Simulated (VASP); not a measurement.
# AlN (P1) in VASP: further runs

The runs below take AlN through single point, with PBEsol.

All numbers are computed with VASP 6.6.1; they aren't measurements. Logs are shortened: lines on timing, memory, paths and dates and some standing lists are left out, and cuts for length are marked.

### 1 The cell of the first run

The typed cell holds 16 atoms: a = 6.180 Å, b = 6.180 Å, c = 6.180 Å, α = 60.00°, β = 60.00°, γ = 60.00°.

### 2 Single point, PBEsol

The input, INCAR:

```
SYSTEM = AlN
ALGO = Normal
EDIFF = 1E-7
ENCUT = 520
GGA = PS
ISIF = 2
ISMEAR = -1
LASPH = .True.
LCHARG = .False.
LREAL = Auto
LWAVE = .False.
NBANDS = 46
NELM = 80
PREC = Accurate
SIGMA = 0.02
```

The input, KPOINTS:

```
k-points
0
Gamma
  4 4 4
  0 0 0
```

The input, POSCAR:

```
AlN
1.0
    0.0000000000      4.3697529710      4.3697529710
    4.3697529710      0.0000000000      4.3697529710
    4.3697529710      4.3697529710      0.0000000000
Al N
8 8
Direct
   -0.0018931276      0.0047189166     -0.0051363315
   -0.0065271424     -0.0033869191      0.5073426381
   -0.0033070519      0.5038701306      0.0035066055
   -0.0055063753      0.5001677474      0.5079830633
    0.5012325673     -0.0001584758     -0.0071831292
    0.5005681132      0.0040194492      0.4995019202
    0.4999827255      0.4946803662      0.0049540558
    0.5041719783      0.5004239403      0.4935338483
    0.3725636233      0.3761976961      0.3845594960
    0.3811229173      0.3700014648      0.8710696063
    0.3856058938      0.8830516337      0.3568598752
    0.3775712291      0.8721268743      0.8731864307
    0.8724879931      0.3821421968      0.3792852848
    0.8727731351      0.3692032503      0.8893351697
    0.8787285060      0.8691586287      0.3683101792
    0.8808726776      0.8697670155      0.8687200455
```

Potentials or basis: VASP PAW PBE potentials, release 64 (Al, N).

On the command line:

```bash
> cat potpaw_PBE.64/Al/POTCAR potpaw_PBE.64/N/POTCAR > POTCAR
> mpirun -np 1 vasp_std > vasp.out
```

OUTCAR:

```text
SYSTEM = AlN
   EDIFF = 1E-7
   ENCUT = 520
   GGA = PS
   ISIF = 2
   ISMEAR = -1
   LASPH = .True.
   LREAL = Auto
   NELM = 80
   PREC = Accurate

 ion  position               nearest neighbor table
   1  0.998  0.005  0.995-  14 1.84  15 1.89  16 1.91  12 1.91   4 3.04   2 3.05   7 3.05   3 3.07
                             6 3.08   5 3.09   5 3.09   6 3.10   3 3.11   7 3.13   2 3.13   4 3.14
   2  0.993  0.997  0.507-  16 1.82  15 1.93  13 1.95  11 1.98   5 3.02   6 3.05   1 3.05   3 3.06
                             4 3.06   8 3.07   8 3.11   4 3.12   3 3.12   1 3.13   6 3.13   5 3.16
   3  0.997  0.504  0.004-  16 1.85  14 1.88  13 1.90  10 1.94   8 3.04   2 3.06   5 3.06   1 3.07
                             4 3.08   7 3.09   7 3.09   4 3.10   1 3.11   5 3.12   2 3.12   8 3.14
   4  0.994  0.500  0.508-  13 1.86  15 1.86   9 1.91  14 1.92   1 3.04   2 3.06   7 3.06   8 3.07
                             3 3.08   6 3.08   6 3.10   3 3.10   8 3.11   7 3.12   2 3.12   1 3.14
   5  0.501  1.000  0.993-  11 1.84  10 1.87  12 1.87  16 1.92   2 3.02   6 3.04   3 3.06   1 3.09
                             7 3.09   8 3.09   8 3.09   1 3.09   7 3.09   3 3.12   6 3.14   2 3.16
   6  0.501  0.004  0.500-   9 1.88  12 1.89  15 1.91  11 1.91   5 3.04   7 3.04   2 3.05   8 3.06
                             1 3.08   4 3.08   1 3.10   4 3.10   8 3.12   2 3.13   7 3.14   5 3.14
   7  0.500  0.495  0.005-  14 1.88  12 1.90  10 1.90   9 1.92   6 3.04   8 3.05   1 3.05   4 3.06
                             3 3.09   5 3.09   5 3.09   3 3.09   4 3.12   1 3.13   8 3.13   6 3.14
   8  0.504  0.500  0.494-   9 1.84  13 1.86  10 1.91  11 1.93   3 3.04   7 3.05   6 3.06   2 3.07
                             4 3.07   5 3.09   5 3.09   4 3.11   2 3.11   6 3.12   7 3.13   3 3.14
   9  0.373  0.376  0.385-   8 1.84   6 1.88   4 1.91   7 1.92
  10  0.381  0.370  0.871-   5 1.87   7 1.90   8 1.91   3 1.94
  11  0.386  0.883  0.357-   5 1.84   6 1.91   8 1.93   2 1.98
  12  0.378  0.872  0.873-   5 1.87   6 1.89   7 1.90   1 1.91
  13  0.872  0.382  0.379-   8 1.86   4 1.86   3 1.90   2 1.95
  14  0.873  0.369  0.889-   1 1.84   7 1.88   3 1.88   4 1.92
  15  0.879  0.869  0.368-   4 1.86   1 1.89   6 1.91   2 1.93
  16  0.881  0.870  0.869-   2 1.82   3 1.85   1 1.91   5 1.92

  LATTYP: Found a face centered cubic cell.
 ALAT       =     8.7395059420

  Lattice vectors:

 A1 = (   0.0000000000,   4.3697529710,   4.3697529710)
 A2 = (   4.3697529710,   0.0000000000,   4.3697529710)
 A3 = (   4.3697529710,   4.3697529710,   0.0000000000)

Analysis of symmetry for initial positions (statically):
[... 5 lines left out ...]
 face centered cubic supercell.

 Subroutine GETGRP returns: Found  1 space group operations
 (whereof  1 operations were pure point group operations)
 out of a pool of 48 trial point group operations.

The static configuration has the point symmetry C_1 .

Analysis of symmetry for dynamics (positions and initial velocities):
[... 5 lines left out ...]
 face centered cubic supercell.

 Subroutine GETGRP returns: Found  1 space group operations
 (whereof  1 operations were pure point group operations)
 out of a pool of 48 trial point group operations.

The dynamic configuration has the point symmetry C_1 .

 Subroutine INISYM returns: Found  1 space group operations
 (whereof  1 operations are pure point group operations),
 and found     1 'primitive' translations

----------------------------------------------------------------------------------------

                                     Primitive cell

  volume of cell :     166.8786

  direct lattice vectors                    reciprocal lattice vectors
     0.000000000  4.369752971  4.369752971    -0.114422944  0.114422944  0.114422944
     4.369752971  0.000000000  4.369752971     0.114422944 -0.114422944  0.114422944
     4.369752971  4.369752971  0.000000000     0.114422944  0.114422944 -0.114422944

  length of vectors
     6.179763916  6.179763916  6.179763916     0.198186353  0.198186353  0.198186353

  position of ions in fractional coordinates (direct lattice)
     0.998106872  0.004718917  0.994863669
     0.993472858  0.996613081  0.507342638
     0.996692948  0.503870131  0.003506606
     0.994493625  0.500167747  0.507983063
     0.501232567  0.999841524  0.992816871
     0.500568113  0.004019449  0.499501920
[... 8 lines left out ...]
     0.878728506  0.869158629  0.368310179
     0.880872678  0.869767016  0.868720045

  ion indices of the primitive-cell ions
   primitive index   ion index
                 1           1
                 2           2
                 3           3
                 4           4
                 5           5
                 6           6
[... 8 lines left out ...]
                15          15
                16          16

----------------------------------------------------------------------------------------

 KPOINTS: k-points

Automatic generation of k-mesh.
 Grid dimensions read from file:
 generate k-points for:    4    4    4

 Generating k-lattice:

  Cartesian coordinates                     Fractional coordinates (reciprocal lattice)
    -0.028605736  0.028605736  0.028605736     0.250000000  0.000000000  0.000000000
     0.028605736 -0.028605736  0.028605736     0.000000000  0.250000000  0.000000000
     0.028605736  0.028605736 -0.028605736     0.000000000  0.000000000  0.250000000

  Length of vectors
     0.049546588  0.049546588  0.049546588

  Shift w.r.t. Gamma in fractional coordinates (k-lattice)
     0.000000000  0.000000000  0.000000000

 Subroutine IBZKPT returns following result:
 ===========================================

 Found     36 irreducible k-points:

 Following reciprocal coordinates:
            Coordinates               Weight
  0.000000  0.000000  0.000000      1.000000
  0.250000  0.000000  0.000000      2.000000
  0.000000  0.250000  0.000000      2.000000
  0.000000  0.000000  0.250000      2.000000
  0.250000  0.250000  0.250000      2.000000
  0.500000  0.000000  0.000000      1.000000
[... 16 lines left out ...]
  0.250000  0.500000  0.500000      2.000000
  0.500000  0.000000  0.250000      2.000000
 [... further k-points ...]
   k-points           NKPTS =     36   k-points in BZ     NKDIM =     36   number of bands    NBANDS=     46
   number of dos      NEDOS =    301   number of ions     NIONS =     16
   total plane-waves  NPLWV = 110592
   dimension x,y,z NGX =    48 NGY =   48 NGZ =   48
   dimension x,y,z NGXF=    96 NGYF=   96 NGZF=   96
   ions per type =               8   8
   NGX,Y,Z   is equivalent  to a cutoff of  12.91, 12.91, 12.91 a.u.
   NGXF,Y,Z  is equivalent  to a cutoff of  25.83, 25.83, 25.83 a.u.
 SYSTEM =  AlN
   PREC   = accura    normal or accurate (medium, high low for compatibility)
   ISTART =      0    job   : 0-new  1-cont  2-samecut
   ICHARG =      2    charge: 1-file 2-atom 10-const
   ISPIN  =      1    spin polarized calculation?
   LNONCOLLINEAR =      F non collinear calculations
   LSORBIT =      F    spin-orbit coupling
   LASPH  =      T    aspherical Exc in radial PAW
   ENCUT  =  520.0 eV  38.22 Ry    6.18 a.u.  11.49 11.49 11.49*2*pi/ulx,y,z
   NELM   =     80;   NELMIN=  2; NELMDL= -5     # of ELM steps
   EDIFF  = 0.1E-06   stopping-criterion for ELM
   LREAL  =      T    real-space projection
   EDIFFG = 0.1E-05   stopping-criterion for IOM
   NSW    =      0    number of steps for IOM
   IBRION =     -1    ionic relax: 0-MD 1-quasi-New 2-CG
   NFREE  =      0    steps in history (QN), initial steepest desc. (CG)
   ISIF   =      2    stress and relaxation
   ISYM   =      2    0-nonsym 1-usesym 2-fastsym
   POTIM  = 0.5000    time-step for ionic-motion
   TEBEG  =    0.0;   TEEND  =   0.0 temperature during run
   PSTRESS=    0.0 pullay stress
   NELECT =      64.0000    total number of electrons
   NUPDOWN=      -1.0000    fix difference up-down
   EMIN   =  10.00;   EMAX   =-10.00  energy-range for DOS
   EFERMI =   0.00;   METHOD = LEGACY
   ISMEAR =    -1;   SIGMA  =   0.02  broadening in eV -4-tet -1-fermi 0-gaus
   EFERMI_NEDOS =   21; number of points for ismear=-14 and -15
   IALGO  =     38    algorithm
   IMIX   =      4    mixing-type and parameters
     AMIX     =   0.40;   BMIX     =  1.00
     AMIX_MAG =   1.60;   BMIX_MAG =  1.00
  volume/ion in A,a.u.               =      10.43        70.38
  Fermi-wavevector in a.u.,A,eV,Ry     =   1.189418  2.247675 19.248377  1.414716
  Thomas-Fermi vector in A             =   2.325526
   LORBIT       =      0    0 simple, 1 ext, 2 COOP (PROOUT), +10 PAW based schemes
   GGA     = PS    functional components
   LHFCALC =     F    Hartree Fock is set to
   AEXX    =    0.0000 exact exchange contribution
   IVDW    =     0    specifies the selected vdW correction
   LEPSILON=     F    determine dielectric tensor
   LRPA    =     F    only Hartree local field effects (RPA)
 non-spin polarized calculation
  energy-cutoff  :      520.00
  volume of cell :      166.88
 maximum number of plane-waves:      4573
 NGX is ok and might be reduce to    48
   NGX = 23   NGY = 23   NGZ = 23

 number of electron      63.9999999 magnetization

 Free energy of the ion-electron system (eV)
  ---------------------------------------------------
  ext. energy  EPLUGINS =         0.00000000
  ---------------------------------------------------
  free energy    TOTEN  =      -124.56814665 eV

  energy without entropy =     -124.56814665  energy(sigma->0) =     -124.56814665

 E-fermi :   6.4577     XC(G=0): -11.1239

 val. band max:        5.9790894819   @ k =   0.0000   0.0000   0.0000
 cond. band min:       8.9438075008   @ k =   0.0000   0.0000   0.0000
 fundamental gap:      2.9647180189
 Fermi energy:         6.4576939597

 k-point     1 :       0.0000    0.0000    0.0000
  band No.  band energies     occupation
      1      -9.1008      2.00000
      2      -7.1810      2.00000
      3      -7.0098      2.00000
      4      -7.0029      2.00000
      5      -6.9110      2.00000
      6      -6.4574      2.00000
[... 36 lines left out ...]
     43      14.3485      0.00000
     44      15.4650      0.00000

 k-point     2 :       0.2500    0.0000    0.0000
  band No.  band energies     occupation
      1      -8.8751      2.00000
      2      -7.4516      2.00000
      3      -7.0598      2.00000
      4      -6.9501      2.00000
      5      -6.8696      2.00000
      6      -6.5735      2.00000
[... 36 lines left out ...]
     43      14.6402      0.00000
     44      14.9363      0.00000

 k-point     3 :       0.0000    0.2500    0.0000
  band No.  band energies     occupation
      1      -8.8726      2.00000
      2      -7.4665      2.00000
      3      -7.0413      2.00000
      4      -6.9565      2.00000
      5      -6.8666      2.00000
      6      -6.5757      2.00000
[... 36 lines left out ...]
     43      14.6235      0.00000
     44      14.9725      0.00000

 k-point     4 :       0.0000    0.0000    0.2500
  band No.  band energies     occupation
      1      -8.8732      2.00000
      2      -7.4583      2.00000
      3      -7.0586      2.00000
      4      -6.9445      2.00000
      5      -6.8685      2.00000
      6      -6.5746      2.00000
[... 882 lines left out ...]
     43      15.5003      0.00000
     44      15.7064      0.00000

 k-point    23 :       0.2500    0.5000    0.5000
  band No.  band energies     occupation
      1      -8.3078      2.00000
      2      -7.8334      2.00000
      3      -7.3218      2.00000
      4      -7.1152      2.00000
      5      -6.9621      2.00000
      6      -6.6381      2.00000
[... 36 lines left out ...]
     43      15.3827      0.00000
     44      15.6597      0.00000

 k-point    24 :       0.5000    0.0000    0.2500
  band No.  band energies     occupation
      1      -8.3213      2.00000
      2      -7.7955      2.00000
      3      -7.3452      2.00000
      4      -7.1188      2.00000
      5      -6.9838      2.00000
      6      -6.6566      2.00000
[... 36 lines left out ...]
     43      15.5065      0.00000
     44      15.7422      0.00000

 [... further k-points ...]

 [bands above 44 left out]

------------------------ aborting loop because EDIFF is reached ----------------------------------------

  FORCE on cell =-STRESS in cart. coord.  units (eV):
  Direction    XX          YY          ZZ          XY          YZ          ZX
  --------------------------------------------------------------------------------------
  -------------------------------------------------------------------------------------
  Total        1.3677516      1.8381638      1.7139335      0.6980929     -1.1046844      0.7894851
  in kB       13.1315848     17.6479447     16.4552279      6.7022889    -10.6059154      7.5797327
  external PRESSURE =      15.7449191 kB  Pullay stress =       0.0000000 kB

 VOLUME and BASIS-vectors are now :
 -----------------------------------------------------------------------------
  energy-cutoff  :      520.00
  volume of cell :      166.88
      direct lattice vectors                 reciprocal lattice vectors
     0.000000000  4.369752971  4.369752971    -0.114422944  0.114422944  0.114422944
     4.369752971  0.000000000  4.369752971     0.114422944 -0.114422944  0.114422944
     4.369752971  4.369752971  0.000000000     0.114422944  0.114422944 -0.114422944

 POSITION                                       TOTAL-FORCE (eV/Angst)
 -----------------------------------------------------------------------------------
      4.36793      8.70879      4.38210        -0.493244      0.804761     -0.367077
      6.57191      6.55819      8.69618        -1.175126     -0.511353      1.464522
      2.21711      4.37062      6.55709        -0.672241      0.859393     -0.013930
      4.40537      6.56545      6.53130        -0.092866      0.344695      0.190618
      8.70742      6.52863      6.55932         0.050724      0.076281      0.154711
      2.20026      4.37006      2.20492        -0.685861     -0.154190     -0.337810
[... 8 lines left out ...]
      5.40743      5.44925      7.63783         1.027149      0.165104      0.257045
      7.59676      7.64529      7.64986         0.856290      0.001338      0.000285
 -----------------------------------------------------------------------------------
    total drift:                                0.006562      0.000177     -0.004652

  FREE ENERGIE OF THE ION-ELECTRON SYSTEM (eV)
  ---------------------------------------------------
  free  energy   TOTEN  =      -124.5681466499 eV

  energy  without entropy=     -124.5681466499  energy(sigma->0) =     -124.56814665
```

It took 5.6 min on 1 thread of Intel Xeon 6975P-C (Granite Rapids), shared host; peak memory 0.39 GiB.

Results:

| Item | Value |
| --- | --- |
| Free energy | -124.5681 eV |
| Pressure | 1.6 GPa |
| Largest force | 1.946 eV/Å |
| Band gap on the k mesh | 2.96 eV |

Forces on the atoms (eV/Å):
```
Al  -0.493  0.805 -0.367
Al  -1.175 -0.511  1.465
Al  -0.672  0.859 -0.014
Al  -0.093  0.345  0.191
Al   0.051  0.076  0.155
Al  -0.686 -0.154 -0.338
Al   0.185 -0.360 -0.162
Al   1.137  0.028  0.289
N   -0.563 -0.646 -0.180
N    0.674 -0.354  0.151
N    0.925  0.434 -1.296
N   -0.132 -0.238 -0.247
N   -0.920  0.293 -0.430
N   -0.121 -0.744  0.527
N    1.027  0.165  0.257
N    0.856  0.001  0.000
```

Caveat: the PAW data sets were made with another functional, which shifts forces and pressure a little. Expect the measured gap to be larger: semilocal functionals such as PBEsol lack the derivative discontinuity.

### 3 Single point, PBEsol

The input, INCAR:

```
PREC = Accurate ; ENCUT = 520
EDIFF = 1E-6 ; ISMEAR = -1
SIGMA = 0.02 ; LREAL = Auto
LASPH = True ; NELM = 60
ALGO = Normal ; ISIF = 2
LWAVE = False ; LCHARG = True
GGA = PS ; LELF = True
LVHAR = True ; NBANDS = 46
```

The input, KPOINTS:

```
regular mesh
0
Gamma
  4 4 4
```

The input, POSCAR:

```
AlN
1.0
    0.0000000000      4.3697529710      4.3697529710
    4.3697529710      0.0000000000      4.3697529710
    4.3697529710      4.3697529710      0.0000000000
Al N
8 8
Direct
   -0.0007156011      0.0032537308     -0.0059708181
   -0.0048399761     -0.0031936588      0.5038743642
   -0.0014964233      0.5022650055      0.0054543129
   -0.0065795481      0.4996943796      0.5116110716
    0.5021866258      0.0000513759     -0.0104217562
    0.5012456115      0.0039213887      0.4982303381
    0.4984853868      0.4931443526      0.0071017744
    0.5042616859      0.5036051270      0.4925582783
    0.3703787172      0.3763049103      0.3844763105
    0.3801407107      0.3727853750      0.8700430036
    0.3826711741      0.8833015334      0.3600783638
    0.3772373429      0.8702144092      0.8718412746
    0.8746817098      0.3783708166      0.3803848893
    0.8713651607      0.3714455968      0.8898538489
    0.8778545436      0.8712642397      0.3692843762
    0.8800254901      0.8710327621      0.8693427352
```

Potentials or basis: VASP PAW PBE potentials, release 64 (Al, N).

On the command line:

```bash
> cat potpaw_PBE.64/Al/POTCAR potpaw_PBE.64/N/POTCAR > POTCAR
> mpirun -np 1 vasp_std > vasp.out
```

Wall time 5.7 min (1 thread of Intel Xeon 6975P-C (Granite Rapids), shared host); peak memory 0.4 GiB.

It converged, with:

```
Free energy            : -124.6946 eV
Pressure               : 1.2 GPa
Largest force          : 1.430 eV/Å
Band gap on the k mesh : 3.02 eV
```

Forces in eV/Å, atoms in the order of the input:
```
Al  -0.212  0.665 -0.274
Al  -0.785 -0.190  1.181
Al  -0.562  0.526  0.038
Al  -0.200  0.101  0.242
Al   0.322  0.206 -0.022
Al  -0.519 -0.168 -0.361
Al   0.165 -0.368  0.009
Al   0.820  0.029  0.015
N   -0.369 -0.348  0.025
N    0.417 -0.190 -0.032
N    0.432  0.147 -0.868
N    0.077 -0.110 -0.074
N   -0.552  0.104 -0.282
N   -0.253 -0.477  0.325
N    0.656  0.123  0.122
N    0.564 -0.050 -0.043
```

Stress tensor (GPa, compression positive):
```
 1.04  0.43  0.54
 0.43  1.34 -0.59
 0.54 -0.59  1.24
```

Levels at points of the mesh, in eV from the valence-band top:
```csv
k point,band 30,band 31,band 32,band 33,band 34,band 35
"(0.00, 0.00, 0.00)",-0.07,-0.05,0.00,3.02,3.10,3.23
"(0.50, 0.00, 0.00)",-0.42,-0.26,-0.22,5.51,5.58,5.66
"(0.00, 0.50, 0.00)",-0.37,-0.28,-0.20,5.51,5.57,5.69
"(0.00, 0.00, 0.50)",-0.35,-0.26,-0.21,5.45,5.63,5.69
"(0.50, 0.50, 0.50)",-0.36,-0.27,-0.21,5.55,5.56,5.65
"(0.50, 0.50, 0.00)",-0.60,-0.58,-0.47,5.71,5.72,5.84
"(0.00, 0.50, 0.50)",-0.66,-0.51,-0.44,5.70,5.76,5.82
"(0.50, 0.00, 0.50)",-0.60,-0.57,-0.51,5.70,5.72,5.85
```

Caveat: the PAW data sets were made with another functional, which shifts forces and pressure a little. PBEsol gaps usually lie below the measured ones, often by a third to a half.
